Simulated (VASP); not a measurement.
# Ge (Imma) in VASP: settings compared

Ge is run at these levels: LDA, PBE; tasks: single point.

Everything below comes from runs of VASP 6.6.1. Logs are shortened: lines on timing, memory, paths and dates and some standing lists are left out, and cuts for length are marked.

**1. The cell of the first run**

Symmetry: Imma, No. 74, orthorhombic system. The conventional cell has a = 4.992 Å, b = 5.302 Å, c = 2.874 Å, α = 90.00°, β = 90.00°, γ = 90.00°. Ge (site symmetry mm2) has 8 Ge at 2.68 to 3.08 Å within 3.5 Å.

**2. Single point, LDA**

Input file INCAR:

```
SYSTEM = Ge
ALGO     = Normal         ! electronic algorithm
EDIFF    = 1E-6           ! SCF threshold, eV
ENCUT    = 520            ! plane-wave cutoff, eV
GGA      = CA             ! functional
ISIF     = 2              ! what is computed and relaxed
ISMEAR   = -1             ! smearing method
LASPH    = .True.         ! aspherical terms in the spheres
LCHARG   = .True.         ! write CHGCAR
LELF     = .True.         ! ELF
LREAL    = .False.        ! projectors in reciprocal space
LVHAR    = .True.       
LWAVE    = .False.        ! write WAVECAR
NBANDS   = 21             ! bands
NELM     = 60             ! most SCF steps
PREC     = Accurate       ! precision mode
SIGMA    = 0.03           ! smearing width, eV
```

Input file KPOINTS:

```
k-points
0
Gamma
  15 15 15
  0 0 0
```

Input file POSCAR:

```
Ge
1.0
   -2.4958980000      2.6508630000      1.4369470000
    2.4958980000     -2.6508630000      1.4369470000
    2.4958980000      2.6508630000     -1.4369470000
Ge
2
Direct
    0.6859430000      0.9359430000      0.7500000000
    0.3140570000      0.0640570000      0.2500000000
```

Potentials or basis: VASP PAW LDA potentials, release 64 (Ge_d).

Run with:

```console
$ cat potpaw_LDA.64/Ge_d/POTCAR > POTCAR
$ mpirun -np 1 vasp_std > vasp.out
```

OUTCAR:

```text
SYSTEM = Ge
   EDIFF = 1E-6
   ENCUT = 520
   GGA = CA
   ISIF = 2
   ISMEAR = -1
   LASPH = .True.
   LREAL = .False.
   NELM = 60
   PREC = Accurate

 ion  position               nearest neighbor table
   1  0.686  0.936  0.750-   2 2.68   2 2.68   2 2.72   2 2.72
   2  0.314  0.064  0.250-   1 2.68   1 2.68   1 2.72   1 2.72

  LATTYP: Found a body centered orthorhombic cell.
 ALAT       =     2.8738940000
 B/A-ratio  =     1.7369450648
 C/A-ratio  =     1.8447882907

  Lattice vectors:

 A1 = (   2.4958980000,  -2.6508630000,   1.4369470000)
 A2 = (  -2.4958980000,  -2.6508630000,  -1.4369470000)
 A3 = (   2.4958980000,   2.6508630000,  -1.4369470000)

Analysis of symmetry for initial positions (statically):
=====================================================================
 Subroutine PRICEL returns:
 Original cell was already a primitive cell.

 Routine SETGRP: Setting up the symmetry group for a
 body centered orthorhombic supercell.

 Subroutine GETGRP returns: Found  8 space group operations
 (whereof  4 operations were pure point group operations)
 out of a pool of  8 trial point group operations.

The static configuration has the point symmetry C_2h.
 The point group associated with its full space group is D_2h.

Analysis of symmetry for dynamics (positions and initial velocities):
=====================================================================
 Subroutine PRICEL returns:
 Original cell was already a primitive cell.

 Routine SETGRP: Setting up the symmetry group for a
 body centered orthorhombic supercell.

 Subroutine GETGRP returns: Found  8 space group operations
 (whereof  4 operations were pure point group operations)
 out of a pool of  8 trial point group operations.

The dynamic configuration has the point symmetry C_2h.
 The point group associated with its full space group is D_2h.

 Subroutine INISYM returns: Found  8 space group operations
 (whereof  4 operations are pure point group operations),
 and found     1 'primitive' translations

----------------------------------------------------------------------------------------

                                     Primitive cell

  volume of cell :      38.0290

  direct lattice vectors                    reciprocal lattice vectors
    -2.495898000  2.650863000  1.436947000     0.000000000  0.188617820  0.347959946
     2.495898000 -2.650863000  1.436947000     0.200328699  0.000000000  0.347959946
     2.495898000  2.650863000 -1.436947000     0.200328699  0.188617820  0.000000000

  length of vectors
     3.914255760  3.914255760  3.914255760     0.395793893  0.401506801  0.275151358

  position of ions in fractional coordinates (direct lattice)
     0.685943000  0.935943000  0.750000000
     0.314057000  0.064057000  0.250000000

  ion indices of the primitive-cell ions
   primitive index   ion index
                 1           1
                 2           2

----------------------------------------------------------------------------------------

 KPOINTS: k-points

Automatic generation of k-mesh.
 Grid dimensions read from file:
 generate k-points for:   15   15   15

 Generating k-lattice:

  Cartesian coordinates                     Fractional coordinates (reciprocal lattice)
     0.000000000  0.012574521  0.023197330     0.066666667  0.000000000  0.000000000
     0.013355247  0.000000000  0.023197330     0.000000000  0.066666667  0.000000000
     0.013355247  0.012574521  0.000000000     0.000000000  0.000000000  0.066666667

  Length of vectors
     0.026386260  0.026767120  0.018343424

  Shift w.r.t. Gamma in fractional coordinates (k-lattice)
     0.000000000  0.000000000  0.000000000

 Subroutine IBZKPT returns following result:
 ===========================================

 Found    512 irreducible k-points:

 Following reciprocal coordinates:
            Coordinates               Weight
  0.000000  0.000000  0.000000      1.000000
  0.066667  0.000000  0.000000      4.000000
  0.133333  0.000000  0.000000      4.000000
  0.200000  0.000000 -0.000000      4.000000
  0.266667  0.000000  0.000000      4.000000
  0.333333  0.000000  0.000000      4.000000
[... 16 lines left out ...]
 -0.066667  0.066667 -0.000000      4.000000
  0.000000  0.133333 -0.000000      4.000000
 [... further k-points ...]
   k-points           NKPTS =    512   k-points in BZ     NKDIM =    512   number of bands    NBANDS=     21
   number of dos      NEDOS =    301   number of ions     NIONS =      2
   total plane-waves  NPLWV =  27000
   dimension x,y,z NGX =    30 NGY =   30 NGZ =   30
   dimension x,y,z NGXF=    60 NGYF=   60 NGZF=   60
   ions per type =               2
   NGX,Y,Z   is equivalent  to a cutoff of  12.74, 12.74, 12.74 a.u.
   NGXF,Y,Z  is equivalent  to a cutoff of  25.48, 25.48, 25.48 a.u.
 SYSTEM =  Ge
   PREC   = accura    normal or accurate (medium, high low for compatibility)
   ISTART =      0    job   : 0-new  1-cont  2-samecut
   ICHARG =      2    charge: 1-file 2-atom 10-const
   ISPIN  =      1    spin polarized calculation?
   LNONCOLLINEAR =      F non collinear calculations
   LSORBIT =      F    spin-orbit coupling
   LASPH  =      T    aspherical Exc in radial PAW
   ENCUT  =  520.0 eV  38.22 Ry    6.18 a.u.   7.28  7.28  7.28*2*pi/ulx,y,z
   NELM   =     60;   NELMIN=  2; NELMDL= -5     # of ELM steps
   EDIFF  = 0.1E-05   stopping-criterion for ELM
   LREAL  =      F    real-space projection
   EDIFFG = 0.1E-04   stopping-criterion for IOM
   NSW    =      0    number of steps for IOM
   IBRION =     -1    ionic relax: 0-MD 1-quasi-New 2-CG
   NFREE  =      0    steps in history (QN), initial steepest desc. (CG)
   ISIF   =      2    stress and relaxation
   ISYM   =      2    0-nonsym 1-usesym 2-fastsym
   POTIM  = 0.5000    time-step for ionic-motion
   TEBEG  =    0.0;   TEEND  =   0.0 temperature during run
   PSTRESS=    0.0 pullay stress
   NELECT =      28.0000    total number of electrons
   NUPDOWN=      -1.0000    fix difference up-down
   EMIN   =  10.00;   EMAX   =-10.00  energy-range for DOS
   EFERMI =   0.00;   METHOD = LEGACY
   ISMEAR =    -1;   SIGMA  =   0.03  broadening in eV -4-tet -1-fermi 0-gaus
   EFERMI_NEDOS =   21; number of points for ismear=-14 and -15
   IALGO  =     38    algorithm
   IMIX   =      4    mixing-type and parameters
     AMIX     =   0.40;   BMIX     =  1.00
     AMIX_MAG =   1.60;   BMIX_MAG =  1.00
  volume/ion in A,a.u.               =      19.01       128.32
  Fermi-wavevector in a.u.,A,eV,Ry     =   1.478277  2.793539 29.732860  2.185304
  Thomas-Fermi vector in A             =   2.592578
   LORBIT       =      0    0 simple, 1 ext, 2 COOP (PROOUT), +10 PAW based schemes
   GGA     = CA    functional components
   LHFCALC =     F    Hartree Fock is set to
   AEXX    =    0.0000 exact exchange contribution
   IVDW    =     0    specifies the selected vdW correction
   LEPSILON=     F    determine dielectric tensor
   LRPA    =     F    only Hartree local field effects (RPA)
 non-spin polarized calculation
  energy-cutoff  :      520.00
  volume of cell :       38.03
 maximum number of plane-waves:      1047
 NGX is ok and might be reduce to    30
   NGX = 15   NGY = 15   NGZ = 15

 number of electron      28.0000014 magnetization

 Free energy of the ion-electron system (eV)
  ---------------------------------------------------
  ext. energy  EPLUGINS =         0.00000000
  ---------------------------------------------------
  free energy    TOTEN  =        -9.98420725 eV

  energy without entropy =       -9.98170145  energy(sigma->0) =       -9.98295435

 E-fermi :   6.2206     XC(G=0): -11.4749

 val. band max:        6.2163938852   @ k =  -0.2667  -0.1333   0.1333
 cond. band min:       6.2224400542   @ k =  -0.2000  -0.1333   0.0667
 fundamental gap:      0.0060461690
 Fermi energy:         6.2205718777

 k-point     1 :       0.0000    0.0000    0.0000
  band No.  band energies     occupation
      1     -18.5808      2.00000
      2     -18.5030      2.00000
      3     -18.5017      2.00000
      4     -18.4990      2.00000
      5     -18.4655      2.00000
      6     -18.4274      2.00000
[... 13 lines left out ...]
     20      17.0616      0.00000
     21      18.9513      0.00000

 k-point     2 :       0.0667    0.0000    0.0000
  band No.  band energies     occupation
      1     -18.5774      2.00000
      2     -18.5002      2.00000
      3     -18.4968      2.00000
      4     -18.4946      2.00000
      5     -18.4665      2.00000
      6     -18.4287      2.00000
[... 13 lines left out ...]
     20      17.4922      0.00000
     21      18.3040      0.00000

 k-point     3 :       0.1333    0.0000    0.0000
  band No.  band energies     occupation
      1     -18.5678      2.00000
      2     -18.4906      2.00000
      3     -18.4890      2.00000
      4     -18.4779      2.00000
      5     -18.4689      2.00000
      6     -18.4320      2.00000
[... 13 lines left out ...]
     20      16.4039      0.00000
     21      18.4756      0.00000

 k-point     4 :       0.2000    0.0000   -0.0000
  band No.  band energies     occupation
      1     -18.5534      2.00000
      2     -18.4817      2.00000
      3     -18.4726      2.00000
      4     -18.4711      2.00000
      5     -18.4550      2.00000
      6     -18.4341      2.00000
[... 13 lines left out ...]
     20      15.2022      0.00000
     21      18.4392      0.00000

 k-point     5 :       0.2667    0.0000    0.0000
  band No.  band energies     occupation
      1     -18.5359      2.00000
      2     -18.4778      2.00000
      3     -18.4657      2.00000
      4     -18.4594      2.00000
      5     -18.4312      2.00000
      6     -18.4276      2.00000
[... 13 lines left out ...]
     20      14.3745      0.00000
     21      18.9008      0.00000
[... 382 lines left out ...]
     20      16.8469      0.00000
     21      18.1451      0.00000

 k-point    22 :      -0.1333    0.0667   -0.0000
  band No.  band energies     occupation
      1     -18.5712      2.00000
      2     -18.5015      2.00000
      3     -18.4967      2.00000
      4     -18.4928      2.00000
      5     -18.4633      2.00000
      6     -18.4257      2.00000
[... 13 lines left out ...]
     20      17.9220      0.00000
     21      18.8350      0.00000

 k-point    23 :      -0.0667    0.0667   -0.0000
  band No.  band energies     occupation
      1     -18.5781      2.00000
      2     -18.5046      2.00000
      3     -18.5023      2.00000
      4     -18.4970      2.00000
      5     -18.4631      2.00000
      6     -18.4263      2.00000
[... 13 lines left out ...]
     20      17.4765      0.00000
     21      18.7059      0.00000

 k-point    24 :       0.0000    0.1333   -0.0000
  band No.  band energies     occupation
      1     -18.5722      2.00000
      2     -18.4913      2.00000
      3     -18.4912      2.00000
      4     -18.4901      2.00000
      5     -18.4528      2.00000
      6     -18.4357      2.00000
[... 13 lines left out ...]
     20      16.4028      0.00000
     21      17.1116      0.00000

 [... further k-points ...]

------------------------ aborting loop because EDIFF is reached ----------------------------------------

  FORCE on cell =-STRESS in cart. coord.  units (eV):
  Direction    XX          YY          ZZ          XY          YZ          ZX
  --------------------------------------------------------------------------------------
  -------------------------------------------------------------------------------------
  Total       -0.9981294     -1.1372310     -0.9227471      0.0000000      0.0000000      0.0000000
  in kB      -42.0516063    -47.9120138    -38.8757163      0.0000000      0.0000000      0.0000000
  external PRESSURE =     -42.9464454 kB  Pullay stress =       0.0000000 kB

 VOLUME and BASIS-vectors are now :
 -----------------------------------------------------------------------------
  energy-cutoff  :      520.00
  volume of cell :       38.03
      direct lattice vectors                 reciprocal lattice vectors
    -2.495898000  2.650863000  1.436947000     0.000000000  0.188617820  0.347959946
     2.495898000 -2.650863000  1.436947000     0.200328699  0.000000000  0.347959946
     2.495898000  2.650863000 -1.436947000     0.200328699  0.188617820  0.000000000

 POSITION                                       TOTAL-FORCE (eV/Angst)
 -----------------------------------------------------------------------------------
      2.49590      1.32543      1.25285        -0.000000     -0.000000     -0.050194
      0.00000      1.32543      0.18409         0.000000      0.000000      0.050194
 -----------------------------------------------------------------------------------
    total drift:                               -0.000000     -0.000000      0.000000

  FREE ENERGIE OF THE ION-ELECTRON SYSTEM (eV)
  ---------------------------------------------------
  free  energy   TOTEN  =        -9.9842072505 eV

  energy  without entropy=       -9.9817014517  energy(sigma->0) =       -9.98295435
```

Wall time 3.2 min (1 thread of Intel Xeon 6975P-C (Granite Rapids), shared host); peak memory 0.4 GiB.

What came out:

| Property | Result |
| --- | --- |
| Free energy | -9.9842 eV |
| Pressure | -4.3 GPa |
| Largest force | 0.050 eV/Å |
| Band gap on the k mesh | zero (bands 14 and 15 overlap by 5.78 eV) |

Forces on the atoms (eV/Å):
```
Ge   0.000  0.000 -0.050
Ge   0.000  0.000  0.050
```

Stress tensor (GPa, compression positive):
```
-4.21  0.00  0.00
 0.00 -4.79  0.00
 0.00  0.00 -3.89
```

Levels at points of the mesh, in eV from the Fermi level:
```csv
k point,band 11,band 12,band 13,band 14,band 15,band 16,band 17,band 18
"(0.00, 0.00, 0.00)",-13.07,-3.88,-2.31,-1.86,3.58,6.91,7.11,7.82
```

Caveat: the cell stands under tension.

**3. Single point, PBE (19.78 Å³/atom)**

This run uses another cell than the first one, of 19.78 Å³/atom.

Input file INCAR:

```
SYSTEM = Ge
PREC = Accurate
ENCUT = 520
EDIFF = 1E-7
ISMEAR = -1
SIGMA = 0.03
LREAL = .FALSE.
LASPH = .TRUE.
NELM = 100
ALGO = Normal
ISIF = 2
LWAVE = .FALSE.
LCHARG = .FALSE.
GGA = PE
NBANDS = 21
```

Input file KPOINTS:

```
Automatic mesh
0
G
  15 15 15
  0 0 0
```

Input file POSCAR:

```
Ge
1.0
   -2.5287425297      2.6857467767      1.4558563658
    2.5287425297     -2.6857467767      1.4558563658
    2.5287425297      2.6857467767     -1.4558563658
Ge
2
Direct
    0.6859430000      0.9359430000      0.7500000000
    0.3140570000      0.0640570000      0.2500000000
```

Potentials or basis: VASP PAW PBE potentials, release 64 (Ge_d).

Run with:

```console
$ cat potpaw_PBE.64/Ge_d/POTCAR > POTCAR
$ mpirun -np 1 vasp_std > vasp.out
```

It took 5.2 min on 1 thread of Intel Xeon 6975P-C (Granite Rapids), shared host; peak memory 0.43 GiB.

It converged, with:

* Free energy: -8.5584 eV
* Pressure: -1.5 GPa
* Largest force: 0.040 eV/Å
* Band gap on the k mesh: zero (bands 14 and 15 overlap by 5.57 eV)

Forces on the atoms (eV/Å):
```
Ge   0.000  0.000 -0.040
Ge   0.000  0.000  0.040
```

Stress tensor (GPa, compression positive):
```
-1.48  0.00  0.00
 0.00 -1.80  0.00
 0.00  0.00 -1.23
```

Levels at points of the mesh, in eV from the Fermi level:
| k point | band 11 | band 12 | band 13 | band 14 | band 15 | band 16 | band 17 | band 18 |
| --- | --- | --- | --- | --- | --- | --- | --- | --- |
| (0.00, 0.00, 0.00) | -12.75 | -3.94 | -2.21 | -1.78 | 3.58 | 6.75 | 6.93 | 7.62 |
